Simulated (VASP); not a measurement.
# CuI (Marshite) (I-4m2) in VASP: a series of runs

Runs on CuI (Marshite). Level: LDA. Tasks: single point.

Everything below comes from runs of VASP 6.6.1. Logs are shortened: lines on timing, memory, paths and dates and some standing lists are left out, and cuts for length are marked.

### Step 1. The cell of the first run

Symmetry: I-4m2, No. 119, tetragonal system. Conventional cell: a = 4.062 Å, b = 4.062 Å, c = 5.932 Å, α = 90.00°, β = 90.00°, γ = 90.00°. Within 3.3 Å of Cu (site symmetry -4m2) lie 4 I at 2.51 Å. Within 3.3 Å of I (site symmetry -4m2) lie 4 Cu at 2.51 Å.

### Step 2. Single point, LDA (in-plane strain -0.02)

INCAR reads:

```
  ALGO = Normal
  EDIFF = 1E-6
  ENCUT = 520
  GGA = CA
  ISIF = 2
  ISMEAR = 0
  LASPH = True
  LCHARG = False
  LREAL = False
  LWAVE = False
  NBANDS = 16
  NELM = 100
  PREC = Accurate
  SIGMA = 0.01
```

KPOINTS reads:

```
k-points
0
Gamma
  6 6 6
```

POSCAR reads:

```
CuI
1.0
    2.8723689572      2.8723689572      0.0000000000
   -2.8723689572      2.8723689572      0.0000000000
    0.0000000000      2.8723689572      2.9661605967
Cu I
1 1
Direct
    0.7500000000      0.2500000000      0.5000000000
    0.0000000000      0.0000000000      0.0000000000
```

Potentials or basis: VASP PAW LDA potentials, release 64 (Cu, I).

Run with:

```
cat potpaw_LDA.64/Cu/POTCAR potpaw_LDA.64/I/POTCAR > POTCAR
mpirun -np 1 vasp_std > vasp.out
```

OUTCAR:

```text
EDIFF = 1E-6
   ENCUT = 520
   GGA = CA
   ISIF = 2
   ISMEAR = 0
   LASPH = True
   LREAL = False
   NELM = 100
   PREC = Accurate

 ion  position               nearest neighbor table
   1  0.750  0.250  0.500-   2 2.51   2 2.51   2 2.51   2 2.51
   2  0.000  0.000  0.000-   1 2.51   1 2.51   1 2.51   1 2.51

  LATTYP: Found a body centered tetragonal cell.
 ALAT       =     4.0621431354
 C/A-ratio  =     1.4603919644

  Lattice vectors:

 A1 = (   2.8723689572,   0.0000000000,  -2.9661605967)
 A2 = (  -2.8723689572,   0.0000000000,  -2.9661605967)
 A3 = (   0.0000000000,   2.8723689572,   2.9661605967)

Analysis of symmetry for initial positions (statically):
=====================================================================
 Subroutine PRICEL returns:
 Original cell was already a primitive cell.

 Routine SETGRP: Setting up the symmetry group for a
 body centered tetragonal supercell.

 Subroutine GETGRP returns: Found  8 space group operations
 (whereof  8 operations were pure point group operations)
 out of a pool of 16 trial point group operations.

The static configuration has the point symmetry D_2d.

Analysis of symmetry for dynamics (positions and initial velocities):
=====================================================================
 Subroutine PRICEL returns:
 Original cell was already a primitive cell.

 Routine SETGRP: Setting up the symmetry group for a
 body centered tetragonal supercell.

 Subroutine GETGRP returns: Found  8 space group operations
 (whereof  8 operations were pure point group operations)
 out of a pool of 16 trial point group operations.

The dynamic configuration has the point symmetry D_2d.

 Subroutine INISYM returns: Found  8 space group operations
 (whereof  8 operations are pure point group operations),
 and found     1 'primitive' translations

----------------------------------------------------------------------------------------

                                     Primitive cell

  volume of cell :      48.9446

  direct lattice vectors                    reciprocal lattice vectors
     2.872368957  2.872368957  0.000000000     0.174072345  0.174072345 -0.168568081
    -2.872368957  2.872368957  0.000000000    -0.174072345  0.174072345 -0.168568081
     0.000000000  2.872368957  2.966160597     0.000000000  0.000000000  0.337136162

  length of vectors
     4.062143135  4.062143135  4.128996502     0.298358108  0.298358108  0.337136162

  position of ions in fractional coordinates (direct lattice)
     0.750000000  0.250000000  0.500000000
     0.000000000  0.000000000  0.000000000

  ion indices of the primitive-cell ions
   primitive index   ion index
                 1           1
                 2           2

----------------------------------------------------------------------------------------

 KPOINTS: k-points

Automatic generation of k-mesh.
 Grid dimensions read from file:
 generate k-points for:    6    6    6

 Generating k-lattice:

  Cartesian coordinates                     Fractional coordinates (reciprocal lattice)
     0.029012057  0.029012057 -0.028094680     0.166666667  0.000000000  0.000000000
    -0.029012057  0.029012057 -0.028094680     0.000000000  0.166666667  0.000000000
     0.000000000  0.000000000  0.056189360     0.000000000  0.000000000  0.166666667

  Length of vectors
     0.049726351  0.049726351  0.056189360

  Shift w.r.t. Gamma in fractional coordinates (k-lattice)
     0.000000000  0.000000000  0.000000000

 Subroutine IBZKPT returns following result:
 ===========================================

 Found     30 irreducible k-points:

 Following reciprocal coordinates:
            Coordinates               Weight
  0.000000  0.000000  0.000000      1.000000
  0.166667  0.000000  0.000000      8.000000
  0.333333  0.000000 -0.000000      8.000000
  0.500000  0.000000  0.000000      4.000000
  0.166667  0.166667  0.000000      8.000000
  0.333333  0.166667  0.000000     16.000000
[... 16 lines left out ...]
 -0.333333 -0.333333  0.166667      4.000000
 -0.166667 -0.333333  0.166667     16.000000
 [... further k-points ...]
   k-points           NKPTS =     30   k-points in BZ     NKDIM =     30   number of bands    NBANDS=     16
   number of dos      NEDOS =    301   number of ions     NIONS =      2
   total plane-waves  NPLWV =  28800
   dimension x,y,z NGX =    30 NGY =   30 NGZ =   32
   dimension x,y,z NGXF=    60 NGYF=   60 NGZF=   64
   ions per type =               1   1
   NGX,Y,Z   is equivalent  to a cutoff of  12.28, 12.28, 12.88 a.u.
   NGXF,Y,Z  is equivalent  to a cutoff of  24.56, 24.56, 25.77 a.u.
 SYSTEM =  unknown system
   PREC   = accura    normal or accurate (medium, high low for compatibility)
   ISTART =      0    job   : 0-new  1-cont  2-samecut
   ICHARG =      2    charge: 1-file 2-atom 10-const
   ISPIN  =      1    spin polarized calculation?
   LNONCOLLINEAR =      F non collinear calculations
   LSORBIT =      F    spin-orbit coupling
   LASPH  =      T    aspherical Exc in radial PAW
   ENCUT  =  520.0 eV  38.22 Ry    6.18 a.u.   7.55  7.55  7.68*2*pi/ulx,y,z
   NELM   =    100;   NELMIN=  2; NELMDL= -5     # of ELM steps
   EDIFF  = 0.1E-05   stopping-criterion for ELM
   LREAL  =      F    real-space projection
   EDIFFG = 0.1E-04   stopping-criterion for IOM
   NSW    =      0    number of steps for IOM
   IBRION =     -1    ionic relax: 0-MD 1-quasi-New 2-CG
   NFREE  =      0    steps in history (QN), initial steepest desc. (CG)
   ISIF   =      2    stress and relaxation
   ISYM   =      2    0-nonsym 1-usesym 2-fastsym
   POTIM  = 0.5000    time-step for ionic-motion
   TEBEG  =    0.0;   TEEND  =   0.0 temperature during run
   PSTRESS=    0.0 pullay stress
   NELECT =      18.0000    total number of electrons
   NUPDOWN=      -1.0000    fix difference up-down
   EMIN   =  10.00;   EMAX   =-10.00  energy-range for DOS
   EFERMI =   0.00;   METHOD = LEGACY
   ISMEAR =     0;   SIGMA  =   0.01  broadening in eV -4-tet -1-fermi 0-gaus
   EFERMI_NEDOS =   21; number of points for ismear=-14 and -15
   IALGO  =     38    algorithm
   IMIX   =      4    mixing-type and parameters
     AMIX     =   0.40;   BMIX     =  1.00
     AMIX_MAG =   1.60;   BMIX_MAG =  1.00
  volume/ion in A,a.u.               =      24.47       165.15
  Fermi-wavevector in a.u.,A,eV,Ry     =   1.172908  2.216475 18.717715  1.375713
  Thomas-Fermi vector in A             =   2.309329
   LORBIT       =      0    0 simple, 1 ext, 2 COOP (PROOUT), +10 PAW based schemes
   GGA     = CA    functional components
   LHFCALC =     F    Hartree Fock is set to
   AEXX    =    0.0000 exact exchange contribution
   IVDW    =     0    specifies the selected vdW correction
   LEPSILON=     F    determine dielectric tensor
   LRPA    =     F    only Hartree local field effects (RPA)
 non-spin polarized calculation
 Gauss-broadening in eV      SIGMA  =   0.01
  energy-cutoff  :      520.00
  volume of cell :       48.94
 maximum number of plane-waves:      1332
   NGX = 15   NGY = 15   NGZ = 15

 number of electron      17.9999988 magnetization

 Free energy of the ion-electron system (eV)
  ---------------------------------------------------
  ext. energy  EPLUGINS =         0.00000000
  ---------------------------------------------------
  free energy    TOTEN  =        -6.98162863 eV

  energy without entropy =       -6.98162863  energy(sigma->0) =       -6.98162863

 E-fermi :   5.8335     XC(G=0):  -9.8960

 val. band max:        5.7222736433   @ k =   0.0000   0.0000   0.0000
 cond. band min:       7.0718255565   @ k =   0.0000   0.0000   0.0000
 fundamental gap:      1.3495519132
 Fermi energy:         5.8334993969

 k-point     1 :       0.0000    0.0000    0.0000
  band No.  band energies     occupation
      1      -9.0418      2.00000
      2       1.3872      2.00000
      3       1.4266      2.00000
      4       1.4266      2.00000
      5       3.1559      2.00000
      6       3.1935      2.00000
[... 8 lines left out ...]
     15      15.3180      0.00000
     16      15.8741      0.00000

 k-point     2 :       0.1667    0.0000    0.0000
  band No.  band energies     occupation
      1      -8.8730      2.00000
      2       0.9077      2.00000
      3       1.4119      2.00000
      4       1.4583      2.00000
      5       3.1472      2.00000
      6       3.1776      2.00000
[... 8 lines left out ...]
     15      14.6869      0.00000
     16      14.8469      0.00000

 k-point     3 :       0.3333    0.0000   -0.0000
  band No.  band energies     occupation
      1      -8.4922      2.00000
      2      -0.1623      2.00000
      3       1.4212      2.00000
      4       1.5139      2.00000
      5       3.1694      2.00000
      6       3.1798      2.00000
[... 8 lines left out ...]
     15      15.0990      0.00000
     16      15.1682      0.00000

 k-point     4 :       0.5000    0.0000    0.0000
  band No.  band energies     occupation
      1      -8.2733      2.00000
      2      -0.7160      2.00000
      3       1.4190      2.00000
      4       1.5364      2.00000
      5       3.2056      2.00000
      6       3.2061      2.00000
[... 8 lines left out ...]
     15      16.8635      0.00000
     16      17.1085      0.00000

 k-point     5 :       0.1667    0.1667    0.0000
  band No.  band energies     occupation
      1      -8.6331      2.00000
      2       0.4124      2.00000
      3       1.2776      2.00000
      4       1.4698      2.00000
      5       3.1109      2.00000
      6       3.1986      2.00000
[... 8 lines left out ...]
     15      15.3631      0.00000
     16      16.5913      0.00000

 k-point     6 :       0.3333    0.1667    0.0000
  band No.  band energies     occupation
      1      -8.2886      2.00000
      2      -0.2862      2.00000
      3       1.0817      2.00000
      4       1.4727      2.00000
      5       3.1393      2.00000
      6       3.1731      2.00000
[... 8 lines left out ...]
     15      15.7192      0.00000
     16      17.0805      0.00000

 k-point     7 :       0.5000    0.1667    0.0000
  band No.  band energies     occupation
      1      -8.2085      2.00000
      2      -0.4802      2.00000
      3       1.1490      2.00000
      4       1.4370      2.00000
      5       3.1289      2.00000
      6       3.2147      2.00000
[... 8 lines left out ...]
     15      16.7316      0.00000
     16      17.1153      0.00000

 k-point     8 :      -0.3333    0.1667   -0.0000
  band No.  band energies     occupation
      1      -8.4947      2.00000
      2       0.1286      2.00000
      3       1.3263      2.00000
      4       1.4110      2.00000
      5       3.0927      2.00000
      6       3.2149      2.00000
[... 8 lines left out ...]
     15      16.0492      0.00000
     16      16.4075      0.00000

 k-point     9 :      -0.1667    0.1667    0.0000
  band No.  band energies     occupation
      1      -8.8117      2.00000
      2       0.8677      2.00000
      3       1.3677      2.00000
      4       1.4153      2.00000
      5       3.1151      2.00000
      6       3.1937      2.00000
[... 8 lines left out ...]
     15      15.7022      0.00000
     16      16.0469      0.00000
[... 172 lines left out ...]
 k-point    19 :       0.3333    0.3333    0.1667
  band No.  band energies     occupation
      1      -8.2143      2.00000
      2      -0.1440      2.00000
      3       0.9385      2.00000
      4       1.3990      2.00000
      5       3.1010      2.00000
      6       3.1824      2.00000
[... 8 lines left out ...]
     15      16.9295      0.00000
     16      18.3488      0.00000

 k-point    20 :       0.5000    0.3333    0.1667
  band No.  band energies     occupation
      1      -8.0606      2.00000
      2      -0.2069      2.00000
      3       0.6050      2.00000
      4       1.3711      2.00000
      5       3.0523      2.00000
      6       3.1877      2.00000
[... 8 lines left out ...]
     15      17.4336      0.00000
     16      18.4230      0.00000

 k-point    21 :       0.5000    0.5000    0.1667
  band No.  band energies     occupation
      1      -7.9848      2.00000
      2      -0.3122      2.00000
      3       0.7571      2.00000
      4       1.3014      2.00000
      5       3.1211      2.00000
      6       3.1324      2.00000
[... 8 lines left out ...]
     15      18.1468      0.00000
     16      18.4001      0.00000

 k-point    22 :      -0.1667    0.5000    0.1667
  band No.  band energies     occupation
      1      -8.2185      2.00000
      2      -0.1725      2.00000
      3       0.8955      2.00000
      4       1.4676      2.00000
      5       3.0985      2.00000
      6       3.2102      2.00000
[... 8 lines left out ...]
     15      17.2907      0.00000
     16      18.2147      0.00000

 k-point    23 :      -0.3333   -0.3333    0.1667
  band No.  band energies     occupation
      1      -7.9985      2.00000
      2      -0.2898      2.00000
      3       0.7185      2.00000
      4       1.3267      2.00000
      5       3.0853      2.00000
      6       3.1246      2.00000
[... 8 lines left out ...]
     15      17.5592      0.00000
     16      18.1636      0.00000

 k-point    24 :      -0.1667   -0.3333    0.1667
  band No.  band energies     occupation
      1      -8.0812      2.00000
      2      -0.2179      2.00000
      3       0.5798      2.00000
      4       1.4372      2.00000
      5       3.0514      2.00000
      6       3.1668      2.00000
[... 8 lines left out ...]
     15      17.1650      0.00000
     16      17.9665      0.00000

 [... further k-points ...]
[... 5 lines left out ...]
  --------------------------------------------------------------------------------------
  -------------------------------------------------------------------------------------
  Total        0.6343274      0.6343274      0.4219738      0.0000000      0.0000000      0.0000000
  in kB       20.7643798     20.7643798     13.8130925      0.0000000      0.0000000      0.0000000
  external PRESSURE =      18.4472840 kB  Pullay stress =       0.0000000 kB

 VOLUME and BASIS-vectors are now :
 -----------------------------------------------------------------------------
  energy-cutoff  :      520.00
  volume of cell :       48.94
      direct lattice vectors                 reciprocal lattice vectors
     2.872368957  2.872368957  0.000000000     0.174072345  0.174072345 -0.168568081
    -2.872368957  2.872368957  0.000000000    -0.174072345  0.174072345 -0.168568081
     0.000000000  2.872368957  2.966160597     0.000000000  0.000000000  0.337136162

 POSITION                                       TOTAL-FORCE (eV/Angst)
 -----------------------------------------------------------------------------------
      1.43618      4.30855      1.48308        -0.000000      0.000000      0.000000
      0.00000      0.00000      0.00000         0.000000     -0.000000      0.000000
 -----------------------------------------------------------------------------------
    total drift:                                0.000001      0.000000      0.000000

  FREE ENERGIE OF THE ION-ELECTRON SYSTEM (eV)
  ---------------------------------------------------
  free  energy   TOTEN  =        -6.9816286345 eV

  energy  without entropy=       -6.9816286345  energy(sigma->0) =       -6.98162863
```

Wall time 15 s (1 thread of Intel Xeon Platinum 8488C (Sapphire Rapids), shared host); peak memory 0.16 GiB.

What came out:

* Free energy: -6.9816 eV
* Pressure: 1.8 GPa
* Band gap on the k mesh: 1.35 eV, direct

Stress tensor (GPa, compression positive):
```
2.08 0.00 0.00
0.00 2.08 0.00
0.00 0.00 1.38
```

Levels at points of the mesh, in eV from the valence-band top:
```tsv
k point	band 6	band 7	band 8	band 9	band 10	band 11	band 12	band 13
(0.00, 0.00, 0.00)	-2.53	-0.08	0.00	0.00	1.35	4.66	4.72	4.72
(0.50, 0.00, 0.00)	-2.52	-2.45	-1.02	-0.93	2.14	5.16	5.41	7.36
(0.50, 0.50, 0.00)	-2.47	-2.42	-2.12	-2.05	2.27	2.64	10.06	10.17
(0.00, 0.00, 0.50)	-2.49	-2.44	-2.07	-2.07	2.44	2.89	9.79	10.39
```

Caveat: the cell differs from its parent crystal (in-plane strain -0.02); spin-orbit coupling is left out, which moves the levels of the heavy elements.

### Step 3. Single point, LDA (in-plane strain -0.02, then relaxed in part)

INCAR reads:

```
PREC = Accurate ; ENCUT = 520
EDIFF = 1E-6 ; ISMEAR = 0
SIGMA = 0.01 ; LREAL = F
LASPH = T ; NELM = 100
ALGO = Normal ; ISIF = 2
LWAVE = F ; LCHARG = T
LELF = T ; LVHAR = T
NBANDS = 16
```

KPOINTS reads:

```
regular mesh
0
Gamma
  6 6 6
```

POSCAR: that of step 2 with these lines changed.

```diff
@@ -4,3 +4,3 @@
    -2.8723689572      2.8723689572      0.0000000000
-    0.0000000000      2.8723689572      2.9661605967
+    0.0000000000      2.8723689572      3.0131448468
 Cu I
```

Potentials or basis: VASP PAW LDA potentials, release 64 (Cu, I).

Run with:

```
cat potpaw_LDA.64/Cu/POTCAR potpaw_LDA.64/I/POTCAR > POTCAR
mpirun -np 1 vasp_std > vasp.out
```

It took 20 s on 1 thread of Intel Xeon Platinum 8488C (Sapphire Rapids), shared host; peak memory 0.16 GiB.

Results (log left out):

```yaml
Free_energy: -6.9855 eV
Pressure: 1.0 GPa
Band_gap_on_the_k_mesh: 1.29 eV, direct
```

Stress tensor (GPa, compression positive):
```
1.32 0.00 0.00
0.00 1.32 0.00
0.00 0.00 0.23
```

Levels at points of the mesh, in eV from the valence-band top:
```tsv
k point	band 6	band 7	band 8	band 9	band 10	band 11	band 12	band 13
(0.00, 0.00, 0.00)	-2.45	-0.12	0.00	0.00	1.29	4.66	4.75	4.75
(0.50, 0.00, 0.00)	-2.44	-2.38	-1.01	-0.89	2.10	5.13	5.48	7.36
(0.50, 0.50, 0.00)	-2.41	-2.33	-2.07	-1.97	2.28	2.61	9.95	9.97
(0.00, 0.00, 0.50)	-2.43	-2.37	-2.00	-2.00	2.52	2.98	9.56	10.30
```

Caveat: the cell differs from its parent crystal (in-plane strain -0.02, then relaxed in part); spin-orbit coupling is left out, which moves the levels of the heavy elements.

(Continued in part 2 of 2.)
